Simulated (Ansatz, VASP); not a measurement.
## NaHF2: VASP beside Ansatz

File INCAR:

```
SYSTEM = NaHF2
PREC = Accurate
ENCUT = 520
EDIFF = 1E-6
ISMEAR = -1
SIGMA = 0.02
LREAL = .FALSE.
LASPH = .TRUE.
NELM = 60
ALGO = Normal
ISIF = 2
LWAVE = .FALSE.
LCHARG = .FALSE.
NBANDS = 19
```

KPOINTS

```
Automatic mesh
0
G
  10 10 10
  0 0 0
```

POSCAR

```
NaHF2
1.0
    1.7050849857      0.9844312755      4.5761755715
   -1.7050849857      0.9844312755      4.5761755715
    0.0000000000     -1.9688625510      4.5761755715
Na H F
1 1 2
Direct
    0.0000000000      0.0000000000      0.0000000000
    0.5000000000      0.5000000000      0.5000000000
    0.4100000000      0.4100000000      0.4100000000
    0.5900000000      0.5900000000      0.5900000000
```

Input for Ansatz:

```yaml
crystal:
  lattice:
    - [1.7050849857, 0.9844312755, 4.5761755715]
    - [-1.7050849857, 0.9844312755, 4.5761755715]
    - [0.0, -1.968862551, 4.5761755715]
  atoms:
    - { symbol: Na, position: [0.0, 0.0, 0.0] }
    - { symbol: H, position: [0.5, 0.5, 0.5] }
    - { symbol: F, position: [0.41, 0.41, 0.41] }
    - { symbol: F, position: [0.59, 0.59, 0.59] }
kpoints:
  mp_grid: { grid: [10, 10, 10] }
  band_path:
    path:
      - [0.0, 0.0, 0.0]
      - [0.5, 0.5, 0.5]
      - [0.8024819821, 0.1975180179, 0.5]
      - [0.5, -0.1975180179, 0.1975180179]
      - [0.5, 0.0, 0.0]
      - [0.0, 0.0, 0.0]
      - [0.3487590089, -0.3487590089, 0.0]
      - [0.6512409911, 0.0, 0.3487590089]
      - [0.5, 0.0, 0.5]
    npoints: 5
scf:
  occupations: { method: fermi_dirac, width: 0.02 }
hamiltonian:
  xc: lda
  pseudopotentials: { kind: all_electron, lapw: { basis_error: 0.001 } }
output:
  forces: true
  stress: true
  eigenvalues: true
```

Change from the starting cell: volume scaled by 0.96.

Alike in both runs: task single point; functional LDA; k mesh 10 × 10 × 10; occupations fermi-dirac, width 0.02 eV; no spin polarisation.

|  | VASP | Ansatz |
| --- | --- | --- |
| version | VASP 6.6.1 | Ansatz 0.2.0 |
| potentials or method | VASP PAW LDA potentials, release 64 (Na_pv, H, F), cutoff 520 eV | all-electron LAPW, scalar-relativistic |

Ansatz gave:

- gap on the k mesh at the Fermi level (eV): 6.49
- pressure (GPa): -5.4
- traceless stress, the component that is largest in VASP (GPa): -10.51
- rms of the force components (eV/Å): 0.846

**Question.** Estimate VASP's values.

**Answer.** gap on the k mesh at the Fermi level (eV): 6.47; pressure (GPa): -5.4; traceless stress, the component that is largest in VASP (GPa): -10.10; rms of the force components (eV/Å): 0.825.

LDA's correlation is that of Perdew and Zunger in VASP and of Perdew and Wang (1992) in Ansatz. Atom by atom the forces differ by 0.021 eV/Å (rms over components). Ansatz ran all-electron here, and VASP with PAW potentials.
